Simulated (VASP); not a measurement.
# MoW14 (a cell with a defect) in VASP: notebook, part 2 of 2

VASP 6.6.1. The steps go on from the part before.

## 4. Single point, PBEsol

The input, INCAR:

```
SYSTEM = MoW14
PREC = Accurate ; ENCUT = 520
EDIFF = 1E-6 ; ISMEAR = 0
SIGMA = 0.1 ; LREAL = Auto
LASPH = .TRUE. ; NELM = 80
ALGO = Normal ; ISIF = 2
LWAVE = .FALSE. ; LCHARG = .FALSE.
GGA = PS ; NBANDS = 118
```

The input, KPOINTS:

```
Automatic mesh
0
G
  3 3 3
  0 0 0
```

The input, POSCAR:

```
MoW14
1.0
    6.3200000000      0.0000000000      0.0000000000
    0.0000000000      6.3200000000      0.0000000000
    0.0000000000      0.0000000000      6.3200000000
Mo W
1 14
Direct
   -0.0627485759      0.0623094937     -0.0630484177
    0.4956585443     -0.0038136076      0.0030745253
    0.0033750000      0.5039026899      0.0030753165
    0.0033754747     -0.0038147152      0.4953580696
    0.2485416139      0.2499575949      0.2482416139
    0.5033188291      0.4962416139      0.0004215190
    0.5033186709     -0.0011609177      0.5030188291
    0.7444412975      0.2551196203      0.2572604430
    0.0007219937      0.4962428797      0.5030183544
    0.2465689873      0.7529927215      0.2462677215
    0.2575596519      0.2551196203      0.7441409810
    0.5031878165      0.4963732595      0.5028876582
    0.7496028481      0.7510197785      0.2482412975
    0.2485419304      0.7510189873      0.7493036392
    0.7444412975      0.7420009494      0.7441412975
```

Potentials or basis: VASP PAW PBE potentials, release 64 (Mo_sv, W_sv).

Started as:

```
$ cat potpaw_PBE.64/Mo_sv/POTCAR potpaw_PBE.64/W_sv/POTCAR > POTCAR
$ mpirun -np 1 vasp_std > vasp.out
```

OUTCAR:

```text
SYSTEM = MoW14
   PREC = Accurate
   ENCUT = 520
   EDIFF = 1E-6
   ISMEAR = 0
   LREAL = Auto
   LASPH = .TRUE.
   NELM = 80
   ISIF = 2
   GGA = PS

 ion  position               nearest neighbor table
   1  0.937  0.062  0.937-  11 2.66  15 2.66   8 2.66   2 2.85   3 2.85   4 2.85  13 3.02   5 3.02
                            14 3.02  10 3.39
   2  0.496  0.996  0.003-  10 2.68  13 2.72  14 2.72   5 2.72  11 2.76  15 2.78   8 2.78   1 2.85
                             7 3.16   6 3.16   6 3.16   7 3.16
[... 960 lines left out ...]
  energy-cutoff  :      520.00
  volume of cell :      252.44
      direct lattice vectors                 reciprocal lattice vectors
     6.320000000  0.000000000  0.000000000     0.158227848  0.000000000  0.000000000
     0.000000000  6.320000000  0.000000000     0.000000000  0.158227848  0.000000000
     0.000000000  0.000000000  6.320000000     0.000000000  0.000000000  0.158227848

 POSITION                                       TOTAL-FORCE (eV/Angst)
 -----------------------------------------------------------------------------------
      5.92343      0.39380      5.92153         1.118743     -1.118743      1.118743
      3.13256      6.29590      0.01943        -0.085151      0.084832     -0.084832
      0.02133      3.18467      0.01944        -0.084832      0.085151     -0.084832
      0.02133      6.29589      3.13066        -0.084832      0.084832     -0.085151
      1.57078      1.57973      1.56889        -0.085621      0.060502     -0.085621
      3.18097      3.13625      0.00266        -0.131456      0.131456      0.032377
      3.18097      6.31266      3.17908        -0.131456     -0.032377     -0.131456
      4.70487      1.61236      1.62589        -0.109578      0.109578     -0.166124
      0.00456      3.13625      3.17908         0.032377      0.131456     -0.131456
      1.55832      4.75891      1.55641        -0.069009      0.069009     -0.069009
      1.62778      1.61236      4.70297        -0.166124      0.109578     -0.109578
      3.18015      3.13708      3.17825         0.052641     -0.052641      0.052641
      4.73749      4.74645      1.56889        -0.060502      0.085621     -0.085621
      1.57079      4.74644      4.73560        -0.085621      0.085621     -0.060502
      4.70487      4.68945      4.70297        -0.109578      0.166124     -0.109578
 -----------------------------------------------------------------------------------
    total drift:                               -0.016633      0.004879      0.017198

  FREE ENERGIE OF THE ION-ELECTRON SYSTEM (eV)
  ---------------------------------------------------
  free  energy   TOTEN  =      -200.2963669795 eV

  energy  without entropy=     -200.2602177948  energy(sigma->0) =     -200.27829239
```

OSZICAR:

```text
N       E                     dE             d eps       ncg     rms          rms(c)
DAV:   1     0.323133411102E+04    0.32313E+04   -0.12103E+05  1416   0.208E+03
DAV:   2     0.651453188530E+02   -0.31662E+04   -0.31150E+04  1416   0.703E+02
DAV:   3    -0.192984040204E+03   -0.25813E+03   -0.24342E+03  1638   0.175E+02
DAV:   4    -0.209927214169E+03   -0.16943E+02   -0.16010E+02  1672   0.343E+01
DAV:   5    -0.210654429650E+03   -0.72722E+00   -0.71732E+00  1728   0.648E+00    0.782E+01
DAV:   6    -0.203032057134E+03    0.76224E+01   -0.19686E+01  1720   0.171E+01    0.312E+01
DAV:   7    -0.206356259445E+03   -0.33242E+01   -0.55318E+01  1690   0.240E+01    0.131E+01
DAV:   8    -0.200577422756E+03    0.57788E+01   -0.99983E+00  1664   0.101E+01    0.419E+00
DAV:   9    -0.200343950326E+03    0.23347E+00   -0.11200E+00  1704   0.490E+00    0.177E+00
DAV:  10    -0.200326222089E+03    0.17728E-01   -0.44293E-01  1754   0.189E+00    0.150E+00
DAV:  11    -0.200297914673E+03    0.28307E-01   -0.11229E-01  1768   0.139E+00    0.479E-01
DAV:  12    -0.200296410220E+03    0.15045E-02   -0.16831E-02  1850   0.649E-01    0.162E-01
DAV:  13    -0.200296418693E+03   -0.84729E-05   -0.15543E-03  1848   0.185E-01    0.806E-02
DAV:  14    -0.200296392759E+03    0.25934E-04   -0.21860E-04  1808   0.854E-02    0.506E-02
DAV:  15    -0.200296372093E+03    0.20667E-04   -0.16999E-04  1696   0.439E-02    0.174E-02
DAV:  16    -0.200296367718E+03    0.43745E-05   -0.17524E-05  1520   0.145E-02    0.319E-03
DAV:  17    -0.200296366980E+03    0.73852E-06   -0.89397E-07   952   0.611E-03
   1 F= -.20029637E+03 E0= -.20027829E+03  d E =-.361492E-01
```

Run time: 5.7 min. Hardware: 1 thread of Intel Xeon 6975P-C, shared host; peak memory 0.39 GiB.

What came out:

```yaml
Free_energy: -200.2964 eV
Pressure: -7.8 GPa
Largest_force: 1.938 eV/Å
Band_gap_on_the_k_mesh: zero (band 105 reaches 10.24 eV, above the bottom of band 106 at 10.02 eV)
```

Forces in eV/Å, atoms in the order of the input:
```
Mo   1.119 -1.119  1.119
W   -0.085  0.085 -0.085
W   -0.085  0.085 -0.085
W   -0.085  0.085 -0.085
W   -0.086  0.061 -0.086
W   -0.131  0.131  0.032
W   -0.131 -0.032 -0.131
W   -0.110  0.110 -0.166
W    0.032  0.131 -0.131
W   -0.069  0.069 -0.069
W   -0.166  0.110 -0.110
W    0.053 -0.053  0.053
W   -0.061  0.086 -0.086
W   -0.086  0.086 -0.061
W   -0.110  0.166 -0.110
```

Stress tensor (GPa, compression positive):
```
-7.75  1.82 -1.82
 1.82 -7.75  1.82
-1.82  1.82 -7.75
```

Levels at points of the mesh, in eV from the Fermi level:
| k point | band 101 | band 102 | band 103 | band 104 | band 105 | band 106 | band 107 | band 108 | band 109 | band 110 |
| --- | --- | --- | --- | --- | --- | --- | --- | --- | --- | --- |
| (0.00, 0.00, 0.00) | -0.25 | -0.25 | -0.03 | 0.04 | 0.04 | 0.82 | 0.82 | 1.15 | 1.16 | 1.16 |

Caveat: the PAW data sets were made with another functional, which shifts forces and pressure a little; spin-orbit coupling is left out, which moves the levels of the heavy elements.
